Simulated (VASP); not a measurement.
TiTe:

```
Ti Te
1.0
     0.00000    3.05007    3.05007
     3.05007    0.00000    3.05007
     3.05007    3.05007    0.00000
Ti Te
1 1
Direct
  0.50000 0.50000 0.50000
  0.00000 0.00000 0.00000
```

- Program: VASP 6.6.1
- Task: relaxation of cell and atoms
- Functional: revPBE
- Potentials or basis: VASP PAW PBE potentials, release 64 (Ti_sv, Te)
- Cutoff: 600 eV
- k mesh: 8 × 8 × 8
- Occupations: fermi-dirac, width 0.05 eV
- Spin: no spin polarisation

At the start: pressure -9.5 GPa; volume 28.37 Å³/atom.

Q: How do energy, volume and symmetry change on relaxing?

A: Over 3 steps the energy falls by 192.0 meV/atom and the volume is 23.03 Å³/atom (-18.9 %); space group Fm-3m (No. 225, to 0.05 Å).

Step by step:
```csv
step,energy change (eV),largest force (eV/Å),pressure (GPa),volume (Å³)
1,0.0000,0.0000,-9.48,56.75
2,-0.3618,0.0000,3.65,44.04
3,-0.3840,0.0000,0.04,46.05
```

Final structure:
```cif
data_structure
_symmetry_space_group_name_H-M 'P 1'
_symmetry_Int_Tables_number 1
_cell_length_a 4.0233
_cell_length_b 4.0233
_cell_length_c 4.0233
_cell_angle_alpha 60.000
_cell_angle_beta 60.000
_cell_angle_gamma 60.000
_cell_volume 46.05
loop_
_atom_site_label
_atom_site_type_symbol
_atom_site_fract_x
_atom_site_fract_y
_atom_site_fract_z
_atom_site_occupancy
Ti1 Ti 0.50000 0.50000 0.50000 1
Te1 Te 0.00000 0.00000 0.00000 1
```

Caveat: the volume moved by over 15 % at a fixed basis, so the end points are rough; the PAW data sets were made with another functional, which shifts forces and pressure a little.
